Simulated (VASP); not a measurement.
Runs of VASP 6.6.1 on Hf. The structure is that of space group P6_3/mmc (No. 194), or close to it. The cells are those of the table. 

```csv
cell,k mesh,gap on the mesh (eV),pressure (GPa)
"a = 3.156, b = 3.156, c = 10.095 Å, angles 90.0, 90.0, 120.0°, 4 atoms",15 × 15 × 4,none,(a)
"a = 3.242, b = 3.242, c = 10.368 Å, angles 90.0, 90.0, 120.0°, 4 atoms",15 × 15 × 4,none,-4.3
"a = 3.112, b = 3.112, c = 9.953 Å, angles 90.0, 90.0, 120.0°, 4 atoms",15 × 15 × 4,none,9.6
"a = 3.066, b = 3.066, c = 9.807 Å, angles 90.0, 90.0, 120.0°, 4 atoms",15 × 15 × 4,none,16.0
"a = 3.200, b = 3.200, c = 10.234 Å, angles 90.0, 90.0, 120.0°, 4 atoms",11 × 11 × 3,none,-0.4
"a = 3.200, b = 3.200, c = 10.234 Å, angles 90.0, 90.0, 120.0°, 4 atoms",15 × 15 × 4,none,-0.4
```

Alike in all rows: task single point; level PBE; potentials or basis VASP PAW PBE potentials, release 64 (Hf_pv); no spin polarisation; cutoff (eV) 520; smearing fermi-dirac 0.1 eV.

Q: Fill in the values left out.

A: (a) 4.2.

Caveats: spin-orbit coupling is left out, which moves the levels of the heavy elements; the cell stands under pressure (at least some runs); the cell stands under tension (at least some runs).

A k mesh can miss the band edges, and the runs leave out spin-orbit coupling on Hf.

A gap of «none» marks levels without a gap at the run's occupations.
